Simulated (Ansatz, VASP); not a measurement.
# Au in VASP and in Ansatz

Contents of POSCAR:

```
Au
1.0
   -1.6572690000      1.6572690000      1.6572690000
    1.6572690000     -1.6572690000      1.6572690000
    1.6572690000      1.6572690000     -1.6572690000
Au
1
Direct
    0.0000000000      0.0000000000      0.0000000000
```

Contents of INCAR.step1:

```
ALGO     = Normal         # electronic algorithm
EDIFF    = 1E-4           # SCF threshold, eV
ENCUT    = 520            # plane-wave cutoff, eV
GGA      = PE             # functional
ISMEAR   = 0              # smearing method
LASPH    = T              # aspherical terms in the spheres
LCHARG   = F              # write CHGCAR
LREAL    = F              # projectors in reciprocal space
LWAVE    = T              # write WAVECAR
NBANDS   = 12             # bands
NELM     = 60             # most SCF steps
PREC     = Accurate       # precision mode
SIGMA    = 0.15           # smearing width, eV
```

INCAR.step2

```
ALGO     = Normal         # electronic algorithm
EDIFF    = 1E-6           # SCF threshold, eV
ENCUT    = 520            # plane-wave cutoff, eV
ISIF     = 2              # what is computed and relaxed
ISMEAR   = 0              # smearing method
ISTART   = 1            
LASPH    = T              # aspherical terms in the spheres
LCHARG   = F              # write CHGCAR
LMIXTAU  = T            
LREAL    = F              # projectors in reciprocal space
LWAVE    = F              # write WAVECAR
METAGGA  = R2SCAN         # meta-GGA
NBANDS   = 12             # bands
NELM     = 60             # most SCF steps
PREC     = Accurate       # precision mode
SIGMA    = 0.15           # smearing width, eV
```

File KPOINTS:

```
k-points
0
Gamma
  24 24 24
```

Input for Ansatz:

```yaml
crystal:
  lattice:
    - [-1.657269, 1.657269, 1.657269]
    - [1.657269, -1.657269, 1.657269]
    - [1.657269, 1.657269, -1.657269]
  atoms:
    - { symbol: Au, position: [0.0, 0.0, 0.0] }
basis:
  ecutwfc: 500
kpoints:
  mp_grid: { grid: [24, 24, 24] }
hamiltonian:
  xc: r2scan
scf:
  occupations: { method: gaussian, width: 0.15 }
output:
  forces: true
  stress: true
  eigenvalues: true
```

Alike in both runs: task single point; functional r2SCAN; k mesh 24 × 24 × 24; occupations gaussian, width 0.15 eV; no spin polarisation.

```csv
,VASP,Ansatz
version,VASP 6.6.1,Ansatz 0.2.0
potentials or method,"VASP PAW PBE potentials, release 64 (Au), cutoff 520 eV","scalar-relativistic, plane waves, PAW"
valence electrons in the cell,11,19
```

|  | VASP | Ansatz | Ansatz less VASP |
| --- | --- | --- | --- |
| gap on the k mesh at the Fermi level (eV) | none | none | - |
| pressure (GPa) | -4.5 | -4.7 | -0.21 |

VASP's potentials were made for PBE, not for r2SCAN. A gap of «none» marks a metal or a gap that the smearing closes. VASP's potentials hold 11 valence electrons a cell and Ansatz's 19, so a difference there can come from the potentials and not from the codes.

Neither program's run includes spin-orbit coupling.
